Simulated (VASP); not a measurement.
Input of a VASP 6.6.1 run:

File INCAR:

```
PREC = Accurate
ENCUT = 500
EDIFF = 1E-6
ISMEAR = 0
SIGMA = 0.02
LREAL = F
LASPH = T
NELM = 120
ALGO = Normal
ISIF = 2
LWAVE = F
LCHARG = T
GGA = PE
LELF = T
LVHAR = T
NBANDS = 11
GGA_COMPAT = F
```

The input KPOINTS:

```
Automatic mesh
0
Gamma
  8 8 8
```

POSCAR

```
Si
1.0
    0.0000000000      2.7348308004      2.7348308004
    2.7348308004      0.0000000000      2.7348308004
    2.7348308004      2.7348308004      0.0000000000
Si
2
Direct
    0.0000000000      0.0000000000      0.0000000000
    0.2500000000      0.2500000000      0.2500000000
```

Potentials or basis: VASP PAW PBE potentials, release 64 (Si).

Run with:

```sh
$ cat potpaw_PBE.64/Si/POTCAR > POTCAR
$ mpirun -np 1 vasp_std > vasp.out
```

Problem. Predict the pressure.

Solution. 0.0 GPa.

Problem. What does it give for the band gap on the k mesh?

Solution. 0.65 eV, indirect (least direct gap 2.56 eV).

A k mesh can miss the band edges. As with any semilocal functional, this PBE gap is likely too small.
